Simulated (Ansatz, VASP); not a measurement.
**HfSi3 in VASP and in Ansatz**

```
Hf Si
1.0
     3.97351    0.00000    0.00000
     0.00000    3.97351    0.00000
     0.00000    0.00000    3.97351
Hf Si
1 3
Direct
  0.00000 0.00000 0.00000
  0.00000 0.50000 0.50000
  0.50000 0.50000 0.03020
  0.50000 0.00000 0.50000
```

Alike in both runs: task single point; functional PBE; k mesh 8 × 8 × 8; occupations gaussian, width 0.05 eV; no spin polarisation.

|  | VASP | Ansatz |
| --- | --- | --- |
| version | VASP 6.6.1 | Ansatz 0.2.0 |
| potentials or method | VASP PAW PBE potentials, release 64 (Hf_pv, Si), cutoff 520 eV | scalar-relativistic, plane waves, PAW |
| valence electrons in the cell | 22 | 38 |

Ansatz gave:

- gap on the k mesh at the Fermi level (eV): none
- pressure (GPa): 0.1
- traceless stress, the component that is largest in VASP (GPa): 0.09
- rms of the force components (eV/Å): 0.097

**Question.** Estimate VASP's values.

**Answer.** gap on the k mesh at the Fermi level (eV): none; pressure (GPa): -0.1; traceless stress, the component that is largest in VASP (GPa): 0.10; rms of the force components (eV/Å): 0.095.

Atom by atom the forces differ by 0.002 eV/Å (rms over components). A gap of «none» marks a metal or a gap that the smearing closes. The functional is the same, so the differences come from potentials, cutoffs and numerics. VASP's potentials hold 22 valence electrons a cell and Ansatz's 38, so a difference there can come from the potentials and not from the codes.

Spin-orbit coupling is off throughout.
